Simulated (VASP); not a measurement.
Rb: relaxation of cell and atoms with PBEsol

Crystal: Rb.

```
CELL_PARAMETERS angstrom
0.00000 5.07674 5.07674
5.07674 0.00000 5.07674
5.07674 5.07674 0.00000
ATOMIC_POSITIONS crystal
Rb 0.50000 0.50000 0.50000
Rb 0.75000 0.75000 0.75000
```

This isn't the form of Rb at room conditions, which is bcc.

- Program: VASP 6.6.1
- Task: relaxation of cell and atoms
- Functional: PBEsol
- Potentials or basis: VASP PAW PBE potentials, release 64 (Rb_sv)
- Cutoff: 600 eV
- k mesh: 10 × 10 × 10
- Occupations: gaussian, width 0.1 eV
- Spin: no spin polarisation
- Dipole correction: no
- Further INCAR settings: ALGO = Fast; EDIFF = 1e-06; IBRION = 2; EDIFFG = -0.01; NSW = 100; ISIF = 3

* Relaxed volume: 131.16 Å³/atom
* Relaxed cell: a = 7.185 Å, b = 7.185 Å, c = 7.185 Å, α = 60.00°, β = 60.00°, γ = 60.00°
* Space group after relaxing (to 0.1 Å): Fd-3m (No. 227)
* Energy gained by relaxing: 0.0 meV/atom
* Ionic steps: 2
* Pressure after relaxing: 0.0 GPa
* Band gap on the k mesh: zero (bands 9 and 10 overlap by 0.19 eV)

Final structure:
```xyz
2
Lattice="0.0000 5.0808 5.0808 5.0808 0.0000 5.0808 5.0808 5.0808 0.0000" Properties=species:S:1:pos:R:3 pbc="T T T"
Rb    5.0808    5.0808    5.0808
Rb    7.6212    7.6212    7.6212
```

Levels at points of the mesh, in eV from the Fermi level:
```tsv
k point	band 7	band 8	band 9	band 10	band 11	band 12
(0.00, 0.00, 0.00)	-13.34	-13.34	-1.61	2.04	2.04	2.04
(0.50, 0.00, 0.00)	-13.33	-13.33	-0.64	-0.06	1.75	1.75
(0.50, 0.50, 0.00)	-13.32	-13.32	-0.01	-0.01	1.07	1.07
```

It took 8.5 min on 1 thread of Intel Xeon 8259CL, with other jobs on the host, peak memory 0.59 GiB.

Caveat: the PAW data sets were made with another functional, which shifts forces and pressure a little.
